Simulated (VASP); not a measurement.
Here is a VASP 6.6.1 calculation.

Contents of INCAR:

```
SYSTEM = W8C9F2
  PREC = Accurate
  ENCUT = 520
  EDIFF = 1E-6
  ISMEAR = -1
  SIGMA = 0.1
  LREAL = Auto
  LASPH = .True.
  NELM = 100
  ALGO = Normal
  ISIF = 2
  LWAVE = .False.
  LCHARG = .False.
  GGA = PS
  NBANDS = 96
```

File KPOINTS:

```
Automatic mesh
0
Gamma
  3 3 1
  0 0 0
```

The input POSCAR:

```
W8C9F2
1.0
    5.8102400000      0.0000000000      0.0000000000
    0.0000000000      5.6737800000      0.0000000000
    0.0000000000      0.0000000000     19.1931800000
W C F
8 9 2
Direct
    0.0000000000      0.0000000000      0.0521018403
    0.2512116539      0.0084952184      0.1834401595
    0.0000000000      0.5000017625      0.0521018403
    0.2516075067      0.4919471675      0.1838309233
    0.4999965578      0.0000000000      0.0521018403
    0.7429297241     -0.0006521226      0.1842425278
    0.4999965578      0.5000017625      0.0521018403
    0.7417765875      0.5011121334      0.1897757433
   -0.0106708157      0.2488288231      0.1252111427
    0.2549292284      0.2466609562      0.2518498758
    0.0128394008      0.7491830843      0.1274932033
    0.5420085917      0.7360525082      0.2394808989
    0.4672268271      0.2485820740      0.1306974665
    0.5445730297      0.2537638047      0.2457591707
    0.5175001377      0.7525318218      0.1241326346
    0.7806217988      0.7522674478      0.2674022752
    0.6617798921      0.1743458506      0.3261992020
    0.8854195352      0.0968490142      0.3689904435
    0.4786549265      0.0453842059      0.3601852325
```

Potentials or basis: VASP PAW PBE potentials, release 64 (W_sv, C, F).

Run with:

```bash
$ cat potpaw_PBE.64/W_sv/POTCAR potpaw_PBE.64/C/POTCAR potpaw_PBE.64/F/POTCAR > POTCAR
$ mpirun -np 1 vasp_std > vasp.out
```

**Question.** Estimate the largest force.

**Answer.** 4.634 eV/Å.

**Question.** What does it give for the band gap on the k mesh?

**Answer.** Zero (bands 81 and 82 overlap by 0.24 eV).

Forces in eV/Å, atoms in the order of the input:
```
W   -0.065 -0.409 -0.318
W    0.526 -3.281 -2.227
W   -0.127  0.355 -0.020
W    0.517  3.004 -2.121
W   -0.099  0.799 -0.991
W    0.739  0.086 -2.094
W    0.017 -0.734 -0.435
W    1.323 -1.063 -4.312
C   -0.151 -0.072  3.055
C    2.238  0.613  3.206
C    0.200  0.240  2.473
C   -1.531  1.354  2.254
C    0.867  0.111 -0.915
C    0.015 -1.073  3.697
C    0.342 -0.452  1.914
C   -2.974  0.035 -1.572
C   -1.517 -2.783  2.066
F   -3.440  1.509 -2.487
F    3.120  1.762 -1.172
```

Caveat: the k points lie up to 0.37 Å⁻¹ apart; there is no dipole correction, which matters where the two faces differ; the PAW data sets were made with another functional, which shifts forces and pressure a little; spin-orbit coupling is left out, which moves the levels of the heavy elements.
